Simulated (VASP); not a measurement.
Runs of VASP 6.6.1 on MgS. The structure is that of space group P6_3mc (No. 186), or close to it. The cells are those of the table. 

```csv
task,cell,cutoff (eV),gap on the mesh (eV),pressure (GPa),largest force (eV/Å)
relaxation of cell and atoms,"relaxed to 40 GPa from a = 4.035, b = 4.035, c = 6.432 Å, angles 90.0, 90.0, 120.0°, 4 atoms",600,2.72,39.9,0.01
relaxation of cell and atoms,"relaxed to 60 GPa from a = 4.035, b = 4.035, c = 6.432 Å, angles 90.0, 90.0, 120.0°, 4 atoms",600,(a),59.9,0.01
relaxation of cell and atoms,"relaxed to 20 GPa from a = 4.035, b = 4.035, c = 6.432 Å, angles 90.0, 90.0, 120.0°, 4 atoms",600,2.92,19.9,0.01
relaxation of cell and atoms,"relaxed from a = 4.035, b = 4.035, c = 6.432 Å, angles 90.0, 90.0, 120.0°, 4 atoms",600,(b),0.0,0.02
single point,"a = 3.985, b = 3.985, c = 6.357 Å, angles 90.0, 90.0, 120.0°, 4 atoms",520,3.36,-0.3,-
```

Alike in all rows: level LDA; potentials or basis VASP PAW LDA potentials, release 64 (Mg, S); no spin polarisation; k mesh 6 × 6 × 4; smearing gaussian 0.01 eV.

**Question.** Fill in the values left out.

**Answer.** (a) 2.53; (b) 3.37.

Caveats: the cell is relaxed towards a set pressure, so the enthalpy falls and the energy may rise (some runs).

A k mesh can miss the band edges.
